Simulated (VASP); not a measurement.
Wanted: the native input for a VASP 6.6.1 run.

| Item | Value |
| --- | --- |
| Task | single point |
| Functional | LDA |
| Potentials or basis | VASP PAW LDA potentials, release 64 (Au) |
| Cutoff | 520 eV |
| k mesh | 13 × 13 × 13 |
| Occupations | gaussian, width 0.2 eV |
| Spin | no spin polarisation |
| Dipole correction | no |
| Further INCAR settings | ALGO = Normal; EDIFF = 1e-06; NBANDS = 12 |

The structure of Au lies in POSCAR:

```
Au
1.0
    0.0000000000      2.0229622709      2.0229622709
    2.0229622709      0.0000000000      2.0229622709
    2.0229622709      2.0229622709      0.0000000000
Au
1
Direct
    0.0000000000      0.0000000000      0.0000000000
```

These files were run (other wordings do the same):

INCAR

```
SYSTEM = Au
PREC = Accurate ; ENCUT = 520
EDIFF = 1E-6 ; ISMEAR = 0
SIGMA = 0.2 ; LREAL = .FALSE.
LASPH = .TRUE. ; NELM = 80
ALGO = Normal ; ISIF = 2
LWAVE = .FALSE. ; LCHARG = .FALSE.
GGA = CA ; NBANDS = 12
```

KPOINTS

```
Automatic mesh
0
G
  13 13 13
  0 0 0
```

Potentials or basis: VASP PAW LDA potentials, release 64 (Au).

The run is started by

```bash
$ cat potpaw_LDA.64/Au/POTCAR > POTCAR
$ mpirun -np 1 vasp_std > vasp.out
```

It gave:

| Item | Value |
| --- | --- |
| Pressure | 0.5 GPa |

Wall time 6 s on 1 thread of Intel(R) Xeon(R) Platinum 8488C (Sapphire Rapids), on a shared host, peak memory 0.14 GiB.
